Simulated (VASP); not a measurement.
Input of a VASP 6.6.1 run:

The input INCAR:

```
SYSTEM = GaN
  PREC = Accurate
  ENCUT = 600
  EDIFF = 1E-6
  ISMEAR = -1
  SIGMA = 0.05
  LREAL = .False.
  LASPH = .True.
  NELM = 120
  ALGO = Normal
  ISIF = 2
  LWAVE = .False.
  LCHARG = .True.
  GGA = PS
  LELF = .True.
  LVHAR = .True.
  NBANDS = 16
  GGA_COMPAT = .False.
```

KPOINTS

```
regular mesh
0
Gamma
  17 17 17
  0 0 0
```

File POSCAR:

```
GaN
1.0
    0.0000000000      1.7285796390      1.7285796390
    1.7285796390      0.0000000000      1.7285796390
    1.7285796390      1.7285796390      0.0000000000
Ga N
1 1
Direct
    0.0000000000      0.0000000000      0.0000000000
    0.5000000000      0.5000000000      0.5000000000
```

Potentials or basis: VASP PAW PBE potentials, release 64 (Ga_d, N).

Command:

```console
$ cat potpaw_PBE.64/Ga_d/POTCAR potpaw_PBE.64/N/POTCAR > POTCAR
$ mpirun -np 1 vasp_std > vasp.out
```

Estimate the band gap on the k mesh.

5.38 eV, indirect (least direct gap 6.74 eV).

What does it give for the pressure?

518.5 GPa.

Caveat: the PAW data sets were made with another functional, which shifts forces and pressure a little. A k mesh can miss the band edges.
